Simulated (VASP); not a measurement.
# Rh (Fm-3m) in VASP: a series of runs, part 2 of 2

VASP 6.6.1. Earlier steps stand in the parts before.

## (4) Single point, r2SCAN

This run uses another cell than the first one, of 13.67 Å³/atom, 1.042 times its volume.

The input, POSCAR:

```
Rh
1.0
    0.0000000000      1.8978500000      1.8978500000
    1.8978500000      0.0000000000      1.8978500000
    1.8978500000      1.8978500000      0.0000000000
Rh
1
Direct
    0.0000000000      0.0000000000      0.0000000000
```

The input, INCAR.step1:

```
PREC = Accurate ; ENCUT = 520
ISMEAR = -1 ; SIGMA = 0.05
LREAL = False ; LASPH = True
NELM = 80 ; NBANDS = 14
GGA = PE ; ALGO = Normal
EDIFF = 1E-4 ; LWAVE = True
LCHARG = False
```

The input, INCAR.step2:

```
PREC = Accurate ; ENCUT = 520
EDIFF = 1E-6 ; ISMEAR = -1
SIGMA = 0.05 ; LREAL = False
LASPH = True ; NELM = 80
ALGO = Normal ; ISIF = 2
LWAVE = False ; LCHARG = False
METAGGA = R2SCAN ; LMIXTAU = True
NBANDS = 14 ; ISTART = 1
```

The input, KPOINTS:

```
Automatic mesh
0
Gamma
  12 12 12
```

Potentials or basis: VASP PAW PBE potentials, release 64 (Rh_pv).

Run with:

```
cat potpaw_PBE.64/Rh_pv/POTCAR > POTCAR
cp INCAR.step1 INCAR
mpirun -np 1 vasp_std > vasp.out
cp INCAR.step2 INCAR
mpirun -np 1 vasp_std > vasp.out
```

OUTCAR:

```text
PREC = Accurate
   ENCUT = 520
   EDIFF = 1E-6
   ISMEAR = -1
   LREAL = False
   LASPH = True
   NELM = 80
   ISIF = 2
   METAGGA = R2SCAN
   ISTART = 1

 ion  position               nearest neighbor table
   1  0.000  0.000  0.000-

  LATTYP: Found a face centered cubic cell.
 ALAT       =     3.7957000000

  Lattice vectors:

 A1 = (   0.0000000000,   1.8978500000,   1.8978500000)
 A2 = (   1.8978500000,   0.0000000000,   1.8978500000)
 A3 = (   1.8978500000,   1.8978500000,   0.0000000000)

Analysis of symmetry for initial positions (statically):
[... 33 lines left out ...]
                                     Primitive cell

  volume of cell :      13.6715

  direct lattice vectors                    reciprocal lattice vectors
     0.000000000  1.897850000  1.897850000    -0.263456016  0.263456016  0.263456016
     1.897850000  0.000000000  1.897850000     0.263456016 -0.263456016  0.263456016
     1.897850000  1.897850000  0.000000000     0.263456016  0.263456016 -0.263456016

  length of vectors
     2.683965209  2.683965209  2.683965209     0.456319205  0.456319205  0.456319205

  position of ions in fractional coordinates (direct lattice)
     0.000000000  0.000000000  0.000000000

  ion indices of the primitive-cell ions
   primitive index   ion index
                 1           1

----------------------------------------------------------------------------------------

 KPOINTS: Automatic mesh

Automatic generation of k-mesh.
 Grid dimensions read from file:
 generate k-points for:   12   12   12

 Generating k-lattice:

  Cartesian coordinates                     Fractional coordinates (reciprocal lattice)
    -0.021954668  0.021954668  0.021954668     0.083333333  0.000000000  0.000000000
     0.021954668 -0.021954668  0.021954668     0.000000000  0.083333333  0.000000000
     0.021954668  0.021954668 -0.021954668     0.000000000  0.000000000  0.083333333

  Length of vectors
     0.038026600  0.038026600  0.038026600

[... 71 lines left out ...]
   IMIX   =      4    mixing-type and parameters
     AMIX     =   0.40;   BMIX     =  1.00
     AMIX_MAG =   1.60;   BMIX_MAG =  1.00
  volume/ion in A,a.u.               =      13.67        92.26
  Fermi-wavevector in a.u.,A,eV,Ry     =   1.688496  3.190795 38.790465  2.851019
  Thomas-Fermi vector in A             =   2.770792
   LORBIT       =      0    0 simple, 1 ext, 2 COOP (PROOUT), +10 PAW based schemes
   METAGGA = R2SCAN    functional components
   LHFCALC =     F    Hartree Fock is set to
   AEXX    =    0.0000 exact exchange contribution
   IVDW    =     0    specifies the selected vdW correction
   LEPSILON=     F    determine dielectric tensor
   LRPA    =     F    only Hartree local field effects (RPA)
 non-spin polarized calculation
  energy-cutoff  :      520.00
  volume of cell :       13.67
 maximum number of plane-waves:       380
   NGX =  9   NGY =  9   NGZ =  9

 number of electron      15.0000007 magnetization

 Free energy of the ion-electron system (eV)
  ---------------------------------------------------
  ext. energy  EPLUGINS =         0.00000000
  ---------------------------------------------------
  free energy    TOTEN  =       -24.14216982 eV

  energy without entropy =      -24.13387431  energy(sigma->0) =      -24.13802207

 E-fermi :  11.8459     XC(G=0): -15.2550

 val. band max:       11.7843767249   @ k =  -0.3333   0.3333   0.0000
 cond. band min:      11.8572131627   @ k =   0.3333   0.1667   0.0000
 fundamental gap:      0.0728364378
 Fermi energy:        11.8459352022

 k-point     1 :       0.0000    0.0000    0.0000
  band No.  band energies     occupation
      1     -35.9817      2.00000
      2     -35.9817      2.00000
      3     -35.9817      2.00000
      4       3.6090      2.00000
      5       8.6243      2.00000
      6       8.6243      2.00000
      7       8.6243      2.00000
      8      10.7437      2.00000
      9      10.7437      2.00000
     10      28.5517      0.00000
     11      29.1677      0.00000
     12      34.3351      0.00000
     13      34.3351      0.00000
     14      34.3351      0.00000
[... 377 lines left out ...]
      1     -36.7095      2.00000
      2     -36.2383      2.00000
      3     -36.1219      2.00000
      4       6.2101      2.00000
      5       7.9061      2.00000
      6       9.2107      2.00000
      7       9.7178      2.00000
      8      12.0968      0.01316
      9      16.2172      0.00000
     10      21.0802      0.00000
     11      28.6612      0.00000
     12      29.1674      0.00000
     13      31.6821      0.00000
     14      33.4210      0.00000

 [... further k-points ...]
[... 5 lines left out ...]
  --------------------------------------------------------------------------------------
  -------------------------------------------------------------------------------------
  Total        0.1722385      0.1722385      0.1722385      0.0000000      0.0000000      0.0000000
  in kB       20.1848373     20.1848373     20.1848373      0.0000000      0.0000000      0.0000000
  external PRESSURE =      20.1848373 kB  Pullay stress =       0.0000000 kB

 VOLUME and BASIS-vectors are now :
 -----------------------------------------------------------------------------
  energy-cutoff  :      520.00
  volume of cell :       13.67
      direct lattice vectors                 reciprocal lattice vectors
     0.000000000  1.897850000  1.897850000    -0.263456016  0.263456016  0.263456016
     1.897850000  0.000000000  1.897850000     0.263456016 -0.263456016  0.263456016
     1.897850000  1.897850000  0.000000000     0.263456016  0.263456016 -0.263456016

 POSITION                                       TOTAL-FORCE (eV/Angst)
 -----------------------------------------------------------------------------------
      0.00000      0.00000      0.00000         0.000000      0.000000      0.000000
 -----------------------------------------------------------------------------------
    total drift:                                0.000000      0.000000      0.000000

  FREE ENERGIE OF THE ION-ELECTRON SYSTEM (eV)
  ---------------------------------------------------
  free  energy   TOTEN  =       -24.1421698221 eV

  energy  without entropy=      -24.1338743140  energy(sigma->0) =      -24.13802207
```

OUTCAR.step1:

```text
PREC = Accurate
   ENCUT = 520
   ISMEAR = -1
   LREAL = False
   LASPH = True
   NELM = 80
[... 622 lines left out ...]
 POSITION                                       TOTAL-FORCE (eV/Angst)
 -----------------------------------------------------------------------------------
      0.00000      0.00000      0.00000         0.000000     -0.000000      0.000000
 -----------------------------------------------------------------------------------
    total drift:                                0.000000      0.000000      0.000000

  FREE ENERGIE OF THE ION-ELECTRON SYSTEM (eV)
  ---------------------------------------------------
  free  energy   TOTEN  =        -7.2570552805 eV

  energy  without entropy=       -7.2487030473  energy(sigma->0) =       -7.25287916
```

OSZICAR.step1:

```text
N       E                     dE             d eps       ncg     rms          rms(c)
DAV:   1     0.119762110288E+03    0.11976E+03   -0.89855E+03  2038   0.116E+03
DAV:   2    -0.610292901161E+01   -0.12587E+03   -0.11985E+03  2220   0.340E+02
DAV:   3    -0.775715519865E+01   -0.16542E+01   -0.16516E+01  2370   0.423E+01
DAV:   4    -0.776342354664E+01   -0.62683E-02   -0.62682E-02  2328   0.265E+00
DAV:   5    -0.776347830529E+01   -0.54759E-04   -0.54758E-04  2334   0.218E-01    0.103E+01
DAV:   6    -0.727844828853E+01    0.48503E+00   -0.78639E-01  2136   0.125E+01    0.359E+00
DAV:   7    -0.726072486480E+01    0.17723E-01   -0.18012E-02  2310   0.169E+00    0.167E+00
DAV:   8    -0.725719575371E+01    0.35291E-02   -0.32705E-03  2136   0.769E-01    0.214E-01
DAV:   9    -0.725705426776E+01    0.14149E-03   -0.74570E-05  1338   0.120E-01    0.116E-02
DAV:  10    -0.725705528055E+01   -0.10128E-05   -0.55187E-06  1020   0.294E-02
   1 F= -.72570553E+01 E0= -.72528792E+01  d E =-.835223E-02
```

Run time: 39 s. Hardware: 1 thread of Intel Xeon Platinum 8259CL at 2.50GHz (Skylake/Cascade Lake), shared host; peak memory 0.13 GiB.

Results:

- Free energy: -24.1422 eV
- Pressure: 2.0 GPa

Caveat: the PAW data sets were made with another functional, which shifts forces and pressure a little.

## (5) Single point, r2SCAN

This run uses another cell than the first one, of 13.94 Å³/atom, 1.062 times its volume.

The input, POSCAR:

```
Rh
1.0
    0.0000000000      1.9104189093      1.9104189093
    1.9104189093      0.0000000000      1.9104189093
    1.9104189093      1.9104189093      0.0000000000
Rh
1
Direct
    0.0000000000      0.0000000000      0.0000000000
```

The input, INCAR.step1:

```
SYSTEM = Rh
PREC     = Accurate       ! precision mode
ENCUT    = 520            ! plane-wave cutoff, eV
ISMEAR   = -1             ! smearing method
SIGMA    = 0.05           ! smearing width, eV
LREAL    = .FALSE.        ! projectors in reciprocal space
LASPH    = .TRUE.         ! aspherical terms in the spheres
NELM     = 100            ! most SCF steps
NBANDS   = 14             ! bands
GGA      = PE             ! functional
ALGO     = Normal         ! electronic algorithm
EDIFF    = 1E-4           ! SCF threshold, eV
LWAVE    = .TRUE.         ! write WAVECAR
LCHARG   = .FALSE.        ! write CHGCAR
```

The input, INCAR.step2:

```
SYSTEM = Rh
PREC     = Accurate       ! precision mode
ENCUT    = 520            ! plane-wave cutoff, eV
EDIFF    = 1E-6           ! SCF threshold, eV
ISMEAR   = -1             ! smearing method
SIGMA    = 0.05           ! smearing width, eV
LREAL    = .FALSE.        ! projectors in reciprocal space
LASPH    = .TRUE.         ! aspherical terms in the spheres
NELM     = 100            ! most SCF steps
ALGO     = Normal         ! electronic algorithm
ISIF     = 2              ! what is computed and relaxed
LWAVE    = .FALSE.        ! write WAVECAR
LCHARG   = .TRUE.         ! write CHGCAR
METAGGA  = R2SCAN         ! meta-GGA
LMIXTAU  = .TRUE.       
LELF     = .TRUE.         ! ELF
LVHAR    = .TRUE.       
NBANDS   = 14             ! bands
ISTART   = 1
```

The input, KPOINTS:

```
Automatic mesh
0
G
  12 12 12
  0 0 0
```

Run with:

```
cat potpaw_PBE.64/Rh_pv/POTCAR > POTCAR
cp INCAR.step1 INCAR
mpirun -np 1 vasp_std > vasp.out
cp INCAR.step2 INCAR
mpirun -np 1 vasp_std > vasp.out
```

It took 40 s on 1 thread of Intel Xeon Platinum 8259CL at 2.50GHz (Skylake/Cascade Lake), shared host; peak memory 0.14 GiB.

Results (log left out):

```yaml
Free_energy: -24.1410 eV
Pressure: -3.5 GPa
```

Levels at points of the mesh, in eV from the Fermi level:
```tsv
k point	band 5	band 6	band 7	band 8	band 9	band 10
(0.00, 0.00, 0.00)	-3.12	-3.12	-3.12	-1.07	-1.07	16.72
(0.50, 0.00, 0.00)	-3.23	-3.23	0.55	0.55	0.91	8.92
(0.50, 0.50, 0.00)	-6.06	0.48	1.00	1.00	3.45	12.67
```

Caveat: the PAW data sets were made with another functional, which shifts forces and pressure a little.

## (6) The runs side by side

```tsv
cell	gap on the mesh (eV)	pressure (GPa)
a = 2.648 Å, angles 60.0°, 1 atom	none	15.3
a = 2.666 Å, angles 60.0°, 1 atom	none	8.3
a = 2.684 Å, angles 60.0°, 1 atom	none	2.0
a = 2.702 Å, angles 60.0°, 1 atom	none	-3.5
```

Alike in all rows: task single point; level r2SCAN; potentials or basis VASP PAW PBE potentials, release 64 (Rh_pv); no spin polarisation; k mesh 12 × 12 × 12; cutoff (eV) 520; smearing fermi-dirac 0.05 eV.

Caveats: the PAW data sets were made with another functional, which shifts forces and pressure a little.

Total energies depend on the potentials used, so only differences within one code and one set of settings carry meaning.
